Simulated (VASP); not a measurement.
# TaTc (Pm-3m) in VASP: notebook

TaTc is run at these levels: LDA; tasks: single point, relaxation of cell and atoms.

All numbers are computed with VASP 6.6.1; they aren't measurements. Logs are shortened: lines on timing, memory, paths and dates and some standing lists are left out, and cuts for length are marked.

### Step 1. The cell of the first run

The structure is cubic, space group Pm-3m (No. 221). The conventional cell has a = 3.133 Å, b = 3.133 Å, c = 3.133 Å, α = 90.00°, β = 90.00°, γ = 90.00°. Within 3.6 Å of Ta (site symmetry m-3m) lie 8 Tc at 2.71 Å and 6 Ta at 3.13 Å. Tc (site symmetry m-3m) has 8 Ta at 2.71 Å and 6 Tc at 3.13 Å within 3.6 Å.

### Step 2. Single point, LDA

Input file INCAR:

```
PREC = Accurate
ENCUT = 520
EDIFF = 1E-6
ISMEAR = 0
SIGMA = 0.05
LREAL = False
LASPH = True
NELM = 60
ALGO = Normal
ISIF = 2
LWAVE = False
LCHARG = False
NBANDS = 19
```

Input file KPOINTS:

```
Automatic mesh
0
Gamma
  7 7 7
```

Input file POSCAR:

```
TaTc
1.0
    3.1333538814      0.0000000000      0.0000000000
    0.0000000000      3.1333538814      0.0000000000
    0.0000000000      0.0000000000      3.1333538814
Ta Tc
1 1
Direct
    0.0000000000      0.0000000000      0.0000000000
    0.5000000000      0.5000000000      0.5000000000
```

Potentials or basis: VASP PAW LDA potentials, release 64 (Ta_pv, Tc_pv).

The run is started by

```
> cat potpaw_LDA.64/Ta_pv/POTCAR potpaw_LDA.64/Tc_pv/POTCAR > POTCAR
> mpirun -np 1 vasp_std > vasp.out
```

OUTCAR:

```text
PREC = Accurate
   ENCUT = 520
   EDIFF = 1E-6
   ISMEAR = 0
   LREAL = False
   LASPH = True
   NELM = 60
   ISIF = 2

 ion  position               nearest neighbor table
   1  0.000  0.000  0.000-   2 2.71   2 2.71   2 2.71   2 2.71   2 2.71   2 2.71   2 2.71   2 2.71

   2  0.500  0.500  0.500-   1 2.71   1 2.71   1 2.71   1 2.71   1 2.71   1 2.71   1 2.71   1 2.71

  LATTYP: Found a simple cubic cell.
 ALAT       =     3.1333538814

  Lattice vectors:

 A1 = (   3.1333538814,   0.0000000000,   0.0000000000)
 A2 = (   0.0000000000,   3.1333538814,   0.0000000000)
 A3 = (   0.0000000000,   0.0000000000,   3.1333538814)

Analysis of symmetry for initial positions (statically):
=====================================================================
 Subroutine PRICEL returns:
 Original cell was already a primitive cell.

 Routine SETGRP: Setting up the symmetry group for a
 simple cubic supercell.

 Subroutine GETGRP returns: Found 48 space group operations
 (whereof 48 operations were pure point group operations)
 out of a pool of 48 trial point group operations.

The static configuration has the point symmetry O_h .

Analysis of symmetry for dynamics (positions and initial velocities):
=====================================================================
 Subroutine PRICEL returns:
 Original cell was already a primitive cell.

 Routine SETGRP: Setting up the symmetry group for a
 simple cubic supercell.

 Subroutine GETGRP returns: Found 48 space group operations
 (whereof 48 operations were pure point group operations)
 out of a pool of 48 trial point group operations.

The dynamic configuration has the point symmetry O_h .

 Subroutine INISYM returns: Found 48 space group operations
 (whereof 48 operations are pure point group operations),
 and found     1 'primitive' translations

----------------------------------------------------------------------------------------

                                     Primitive cell

  volume of cell :      30.7630

  direct lattice vectors                    reciprocal lattice vectors
     3.133353881  0.000000000  0.000000000     0.319146843  0.000000000  0.000000000
     0.000000000  3.133353881  0.000000000     0.000000000  0.319146843  0.000000000
     0.000000000  0.000000000  3.133353881     0.000000000  0.000000000  0.319146843

  length of vectors
     3.133353881  3.133353881  3.133353881     0.319146843  0.319146843  0.319146843

  position of ions in fractional coordinates (direct lattice)
     0.000000000  0.000000000  0.000000000
     0.500000000  0.500000000  0.500000000

  ion indices of the primitive-cell ions
   primitive index   ion index
                 1           1
                 2           2

----------------------------------------------------------------------------------------

 KPOINTS: Automatic mesh

Automatic generation of k-mesh.
 Grid dimensions read from file:
 generate k-points for:    7    7    7

 Generating k-lattice:

  Cartesian coordinates                     Fractional coordinates (reciprocal lattice)
     0.045592406  0.000000000  0.000000000     0.142857143  0.000000000  0.000000000
     0.000000000  0.045592406  0.000000000     0.000000000  0.142857143  0.000000000
     0.000000000  0.000000000  0.045592406     0.000000000  0.000000000  0.142857143

  Length of vectors
     0.045592406  0.045592406  0.045592406

  Shift w.r.t. Gamma in fractional coordinates (k-lattice)
     0.000000000  0.000000000  0.000000000

 Subroutine IBZKPT returns following result:
 ===========================================

 Found     20 irreducible k-points:

 Following reciprocal coordinates:
            Coordinates               Weight
  0.000000  0.000000  0.000000      1.000000
  0.142857  0.000000  0.000000      6.000000
  0.285714  0.000000  0.000000      6.000000
  0.428571  0.000000  0.000000      6.000000
  0.142857  0.142857  0.000000     12.000000
  0.285714  0.142857  0.000000     24.000000
[... 12 lines left out ...]
  0.428571  0.428571  0.285714     24.000000
  0.428571  0.428571  0.428571      8.000000
   k-points           NKPTS =     20   k-points in BZ     NKDIM =     20   number of bands    NBANDS=     19
   number of dos      NEDOS =    301   number of ions     NIONS =      2
   total plane-waves  NPLWV =  13824
   dimension x,y,z NGX =    24 NGY =   24 NGZ =   24
   dimension x,y,z NGXF=    48 NGYF=   48 NGZF=   48
   ions per type =               1   1
   NGX,Y,Z   is equivalent  to a cutoff of  12.73, 12.73, 12.73 a.u.
   NGXF,Y,Z  is equivalent  to a cutoff of  25.47, 25.47, 25.47 a.u.
 SYSTEM =  unknown system
   PREC   = accura    normal or accurate (medium, high low for compatibility)
   ISTART =      0    job   : 0-new  1-cont  2-samecut
   ICHARG =      2    charge: 1-file 2-atom 10-const
   ISPIN  =      1    spin polarized calculation?
   LNONCOLLINEAR =      F non collinear calculations
   LSORBIT =      F    spin-orbit coupling
[... 87 lines left out ...]
      3     -28.8700      2.00000
      4     -24.6771      2.00000
      5     -24.4324      2.00000
      6     -24.4324      2.00000
[... 11 lines left out ...]
     18      15.5143      0.00000
     19      22.4152      0.00000

 k-point     4 :       0.4286    0.0000    0.0000
  band No.  band energies     occupation
      1     -29.0474      2.00000
      2     -28.8502      2.00000
      3     -28.8502      2.00000
      4     -24.8220      2.00000
      5     -24.4461      2.00000
      6     -24.4461      2.00000
[... 11 lines left out ...]
     18      14.8135      0.00000
     19      22.4148      0.00000

 k-point     5 :       0.1429    0.1429    0.0000
  band No.  band energies     occupation
      1     -28.9462      2.00000
      2     -28.9089      2.00000
      3     -28.8849      2.00000
      4     -24.5239      2.00000
      5     -24.4592      2.00000
      6     -24.4202      2.00000
[... 11 lines left out ...]
     18      18.5660      0.00000
     19      19.9656      0.00000

 k-point     6 :       0.2857    0.1429    0.0000
  band No.  band energies     occupation
      1     -29.0069      2.00000
      2     -28.9080      2.00000
      3     -28.8634      2.00000
      4     -24.6674      2.00000
      5     -24.4814      2.00000
      6     -24.4308      2.00000
[... 11 lines left out ...]
     18      16.5731      0.00000
     19      22.2325      0.00000

 k-point     7 :       0.4286    0.1429    0.0000
  band No.  band energies     occupation
      1     -29.0599      2.00000
      2     -28.9027      2.00000
      3     -28.8460      2.00000
      4     -24.7893      2.00000
      5     -24.4889      2.00000
      6     -24.4395      2.00000
[... 11 lines left out ...]
     18      15.0773      0.00000
     19      22.4106      0.00000

 k-point     8 :       0.2857    0.2857    0.0000
  band No.  band energies     occupation
      1     -29.0394      2.00000
      2     -28.9819      2.00000
      3     -28.8485      2.00000
      4     -24.6666      2.00000
      5     -24.5678      2.00000
      6     -24.4274      2.00000
[... 168 lines left out ...]
 k-point    16 :       0.4286    0.4286    0.1429
  band No.  band energies     occupation
      1     -29.0962      2.00000
      2     -29.0889      2.00000
      3     -28.8670      2.00000
      4     -24.6833      2.00000
      5     -24.6692      2.00000
      6     -24.4792      2.00000
[... 11 lines left out ...]
     18      17.0201      0.00000
     19      20.1902      0.00000

 k-point    17 :       0.2857    0.2857    0.2857
  band No.  band energies     occupation
      1     -28.9919      2.00000
      2     -28.9874      2.00000
      3     -28.9874      2.00000
      4     -24.6166      2.00000
      5     -24.6166      2.00000
      6     -24.6090      2.00000
[... 11 lines left out ...]
     18      19.8950      0.00000
     19      21.3901      0.00000

 k-point    18 :       0.4286    0.2857    0.2857
  band No.  band energies     occupation
      1     -29.0647      2.00000
      2     -28.9960      2.00000
      3     -28.9579      2.00000
      4     -24.7136      2.00000
      5     -24.6444      2.00000
      6     -24.5823      2.00000
[... 11 lines left out ...]
     18      18.6517      0.00000
     19      20.4738      0.00000

 k-point    19 :       0.4286    0.4286    0.2857
  band No.  band energies     occupation
      1     -29.0546      2.00000
      2     -29.0528      2.00000
      3     -28.9517      2.00000
      4     -24.7178      2.00000
      5     -24.7146      2.00000
      6     -24.6249      2.00000
[... 11 lines left out ...]
     18      19.1248      0.00000
     19      19.5982      0.00000

 k-point    20 :       0.4286    0.4286    0.4286
  band No.  band energies     occupation
      1     -29.0284      2.00000
      2     -29.0173      2.00000
      3     -29.0173      2.00000
      4     -24.7519      2.00000
      5     -24.7519      2.00000
      6     -24.7331      2.00000
[... 11 lines left out ...]
     18      19.0935      0.00000
     19      20.3277      0.00000

------------------------ aborting loop because EDIFF is reached ----------------------------------------

  FORCE on cell =-STRESS in cart. coord.  units (eV):
  Direction    XX          YY          ZZ          XY          YZ          ZX
  --------------------------------------------------------------------------------------
  -------------------------------------------------------------------------------------
  Total        0.1304934      0.1304934      0.1304934      0.0000000      0.0000000      0.0000000
  in kB        6.7962750      6.7962750      6.7962750      0.0000000      0.0000000      0.0000000
  external PRESSURE =       6.7962750 kB  Pullay stress =       0.0000000 kB

 VOLUME and BASIS-vectors are now :
 -----------------------------------------------------------------------------
  energy-cutoff  :      520.00
  volume of cell :       30.76
      direct lattice vectors                 reciprocal lattice vectors
     3.133353881  0.000000000  0.000000000     0.319146843  0.000000000  0.000000000
     0.000000000  3.133353881  0.000000000     0.000000000  0.319146843  0.000000000
     0.000000000  0.000000000  3.133353881     0.000000000  0.000000000  0.319146843

 POSITION                                       TOTAL-FORCE (eV/Angst)
 -----------------------------------------------------------------------------------
      0.00000      0.00000      0.00000         0.000000      0.000000      0.000000
      1.56668      1.56668      1.56668         0.000000      0.000000      0.000000
 -----------------------------------------------------------------------------------
    total drift:                                0.000000      0.000000     -0.000000

  FREE ENERGIE OF THE ION-ELECTRON SYSTEM (eV)
  ---------------------------------------------------
  free  energy   TOTEN  =       -25.4522518094 eV

  energy  without entropy=      -25.4490543636  energy(sigma->0) =      -25.45065309
```

Wall time 3.3 s (1 thread of Intel Xeon 6975P-C (Granite Rapids), shared host); peak memory 0.13 GiB.

What came out:

```
Free energy            : -25.4523 eV
Pressure               : 0.7 GPa
Band gap on the k mesh : zero (band 12 reaches 10.28 eV, above the bottom of band 13 at 9.59 eV)
```

Caveat: spin-orbit coupling is left out, which moves the levels of the heavy elements.

### Step 3. Single point, LDA

This run uses another cell than the first one, of 15.54 Å³/atom, 1.010 times its volume.

Input file INCAR:

```
SYSTEM = TaTc
ALGO = Normal
EDIFF = 1E-7
ENCUT = 520
GGA = CA
ISIF = 2
ISMEAR = 0
LASPH = .TRUE.
LCHARG = .FALSE.
LREAL = .FALSE.
LWAVE = .FALSE.
NBANDS = 19
NELM = 100
PREC = Accurate
SIGMA = 0.05
```

Input file KPOINTS:

```
k-points
0
G
  7 7 7
  0 0 0
```

Input file POSCAR:

```
TaTc
1.0
    3.1437637714      0.0000000000      0.0000000000
    0.0000000000      3.1437637714      0.0000000000
    0.0000000000      0.0000000000      3.1437637714
Ta Tc
1 1
Direct
    0.0000000000      0.0000000000      0.0000000000
    0.5000000000      0.5000000000      0.5000000000
```

Potentials or basis: VASP PAW LDA potentials, release 64 (Ta_pv, Tc_pv).

The run is started by

```
> cat potpaw_LDA.64/Ta_pv/POTCAR potpaw_LDA.64/Tc_pv/POTCAR > POTCAR
> mpirun -np 1 vasp_std > vasp.out
```

Run time: 3.6 s. Hardware: 1 thread of Intel Xeon 6975P-C (Granite Rapids), shared host; peak memory 0.13 GiB.

It converged, with:

```
Free energy            : -25.4512 eV
Pressure               : -2.0 GPa
Band gap on the k mesh : zero (band 12 reaches 10.13 eV, above the bottom of band 13 at 9.46 eV)
```

Levels at points of the mesh, in eV from the Fermi level:
```
           k point  band 10  band 11  band 12  band 13  band 14  band 15
(0.00, 0.00, 0.00)    -1.29    -1.29    -1.29     2.13     2.13     5.25
```

Caveat: spin-orbit coupling is left out, which moves the levels of the heavy elements.

### Step 4. Relaxation of cell and atoms, LDA

Input file INCAR:

```
SYSTEM = TaTc
PREC = Accurate
ENCUT = 600
EDIFF = 1E-6
ISMEAR = 0
SIGMA = 0.05
LREAL = .False.
LASPH = .True.
NELM = 100
ALGO = Normal
ISIF = 3
LWAVE = .False.
LCHARG = .False.
GGA = CA
IBRION = 2
NSW = 80
EDIFFG = -0.03
```

Input file KPOINTS:

```
Automatic mesh
0
Gamma
  7 7 7
  0 0 0
```

Input file POSCAR:

```
TaTc
1.0
    3.1333538814      0.0000000000      0.0000000000
    0.0000000000      3.1333538814      0.0000000000
    0.0000000000      0.0000000000      3.1333538814
Ta Tc
1 1
Direct
    0.0000000000      0.0000000000      0.0000000000
    0.5000000000      0.5000000000      0.5000000000
```

The run is started by

```
> cat potpaw_LDA.64/Ta_pv/POTCAR potpaw_LDA.64/Tc_pv/POTCAR > POTCAR
> mpirun -np 1 vasp_std > vasp.out
```

Run time: 12 s. Hardware: 1 thread of Intel Xeon 6975P-C (Granite Rapids), shared host; peak memory 0.15 GiB.

It converged, with:

| Item | Value |
| --- | --- |
| Free energy | -25.4530 eV |
| Relaxed volume | 15.42 Å³/atom |
| Relaxed cell | a = 3.136 Å, b = 3.136 Å, c = 3.136 Å, α = 90.00°, β = 90.00°, γ = 90.00° |
| Space group after relaxing (to 0.05 Å) | Pm-3m (No. 221) |
| Energy gained by relaxing | 0.1 meV/atom |
| Ionic steps | 3 |
| Pressure after relaxing | 0.0 GPa |
| Band gap on the k mesh | zero (band 12 reaches 10.24 eV, above the bottom of band 13 at 9.55 eV) |

Step by step:
| step | energy change (eV) | largest force (eV/Å) | pressure (GPa) | volume (Å³) |
| --- | --- | --- | --- | --- |
| 1 | 0.0000 | 0.0000 | 0.76 | 30.76 |
| 2 | 0.0013 | 0.0000 | -2.07 | 31.09 |
| 3 | -0.0002 | 0.0000 | 0.00 | 30.85 |

Final structure:
```
Ta Tc
1.0
     3.13627    0.00000    0.00000
     0.00000    3.13627    0.00000
     0.00000    0.00000    3.13627
Ta Tc
1 1
Cartesian
  0.0000 0.0000 0.0000
  1.5681 1.5681 1.5681
```

Levels at points of the mesh, in eV from the Fermi level:
| k point | band 8 | band 9 | band 10 | band 11 | band 12 | band 13 | band 14 | band 15 | band 16 |
| --- | --- | --- | --- | --- | --- | --- | --- | --- | --- |
| (0.00, 0.00, 0.00) | -5.54 | -5.54 | -1.31 | -1.31 | -1.31 | 2.14 | 2.14 | 5.29 | 5.29 |

Caveat: spin-orbit coupling is left out, which moves the levels of the heavy elements.

### Step 5. Relaxation of cell and atoms, LDA

This run uses another cell than the first one, of 15.93 Å³/atom, 1.035 times its volume.

Input file INCAR:

```
ALGO     = Normal         # electronic algorithm
EDIFF    = 1E-6           # SCF threshold, eV
EDIFFG   = -0.03          # ionic threshold
ENCUT    = 600            # plane-wave cutoff, eV
IBRION   = 2              # ionic algorithm
ISIF     = 3              # what is computed and relaxed
ISMEAR   = 0              # smearing method
LASPH    = T              # aspherical terms in the spheres
LCHARG   = F              # write CHGCAR
LREAL    = F              # projectors in reciprocal space
LWAVE    = F              # write WAVECAR
NELM     = 100            # most SCF steps
NSW      = 80             # ionic steps
PREC     = Accurate       # precision mode
SIGMA    = 0.05           # smearing width, eV
```

Input file KPOINTS:

```
k-points
0
Gamma
  7 7 7
```

Input file POSCAR:

```
TaTc
1.0
    3.1700000000      0.0000000000      0.0000000000
    0.0000000000      3.1700000000      0.0000000000
    0.0000000000      0.0000000000      3.1700000000
Ta Tc
1 1
Direct
    0.0000000000      0.0000000000      0.0000000000
    0.5000000000      0.5000000000      0.5000000000
```

The run is started by

```
> cat potpaw_LDA.64/Ta_pv/POTCAR potpaw_LDA.64/Tc_pv/POTCAR > POTCAR
> mpirun -np 1 vasp_std > vasp.out
```

Wall time 14 s (1 thread of Intel Xeon 6975P-C (Granite Rapids), shared host); peak memory 0.15 GiB.

It converged, with:

| Property | Result |
| --- | --- |
| Free energy | -25.4532 eV |
| Relaxed volume | 15.43 Å³/atom |
| Relaxed cell | a = 3.137 Å, b = 3.137 Å, c = 3.137 Å, α = 90.00°, β = 90.00°, γ = 90.00° |
| Space group after relaxing (to 0.05 Å) | Pm-3m (No. 221) |
| Energy gained by relaxing | 13.4 meV/atom |
| Ionic steps | 3 |
| Pressure after relaxing | -0.2 GPa |
| Band gap on the k mesh | zero (band 12 reaches 10.23 eV, above the bottom of band 13 at 9.54 eV) |

The path:
| step | energy change (eV) | largest force (eV/Å) | pressure (GPa) | volume (Å³) |
| --- | --- | --- | --- | --- |
| 1 | 0.0000 | 0.0000 | -8.41 | 31.86 |
| 2 | 0.2129 | 0.0000 | 31.39 | 28.16 |
| 3 | -0.0269 | 0.0000 | -0.19 | 30.87 |

Final structure:
```cif
data_structure
_symmetry_space_group_name_H-M 'P 1'
_symmetry_Int_Tables_number 1
_cell_length_a 3.1370
_cell_length_b 3.1370
_cell_length_c 3.1370
_cell_angle_alpha 90.000
_cell_angle_beta 90.000
_cell_angle_gamma 90.000
_cell_volume 30.87
loop_
_atom_site_label
_atom_site_type_symbol
_atom_site_fract_x
_atom_site_fract_y
_atom_site_fract_z
_atom_site_occupancy
Ta1 Ta 0.00000 0.00000 0.00000 1
Tc1 Tc 0.50000 0.50000 0.50000 1
```

Levels at points of the mesh, in eV from the Fermi level:
| k point | band 10 | band 11 | band 12 | band 13 | band 14 | band 15 |
| --- | --- | --- | --- | --- | --- | --- |
| (0.00, 0.00, 0.00) | -1.31 | -1.31 | -1.31 | 2.14 | 2.14 | 5.29 |

Caveat: spin-orbit coupling is left out, which moves the levels of the heavy elements.

### Step 6. The runs side by side

```tsv
task	cell	cutoff (eV)	gap on the mesh (eV)	pressure (GPa)	relaxed volume (Å³/atom)
single point	a = 3.133 Å, 2 atoms	520	none	0.7	-
single point	a = 3.144 Å, 2 atoms	520	none	-2.0	-
relaxation of cell and atoms	relaxed from a = 3.133 Å, 2 atoms	600	none	0.0	15.42
relaxation of cell and atoms	relaxed from a = 3.170 Å, 2 atoms	600	none	-0.2	15.43
```

Alike in all rows: level LDA; potentials or basis VASP PAW LDA potentials, release 64 (Ta_pv, Tc_pv); no spin polarisation; k mesh 7 × 7 × 7; smearing gaussian 0.05 eV.

Caveats: spin-orbit coupling is left out, which moves the levels of the heavy elements.

Absolute energies hang on the potentials; compare differences alone.
